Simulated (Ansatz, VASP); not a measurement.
**Y3AlN4: VASP beside Ansatz**

```
Y Al N
1.0
     5.03982    0.00000    0.00000
     0.00000    5.03982    0.00000
     0.00000    0.00000    5.03982
Y Al N
3 1 4
Direct
  0.50000 0.00000 0.50000
  0.50000 0.50000 0.00000
  0.00000 0.50000 0.50000
  0.00000 0.00000 0.00000
  0.00000 0.50000 0.00000
  0.50000 0.50000 0.50000
  0.00000 0.00000 0.50000
  0.50000 0.00000 0.00000
```

Alike in both runs: task single point; functional PBE; k mesh 4 × 4 × 4; occupations gaussian, width 0.1 eV; no spin polarisation.

|  | VASP | Ansatz |
| --- | --- | --- |
| version | VASP 6.6.1 | Ansatz 0.2.0 |
| potentials or method | VASP PAW PBE potentials, release 64 (Y_sv, Al, N), cutoff 520 eV | scalar-relativistic, plane waves, PAW |
| valence electrons in the cell | 56 | 56 |

Ansatz gave:

* gap on the k mesh at the Fermi level (eV): none
* pressure (GPa): -18.2

Question: What did VASP give for the same quantities?

Answer: gap on the k mesh at the Fermi level (eV): none; pressure (GPa): -18.3.

A gap of «none» marks a metal or a gap that the smearing closes. With one functional, cell and mesh, what is left measures potentials, basis and numerics.
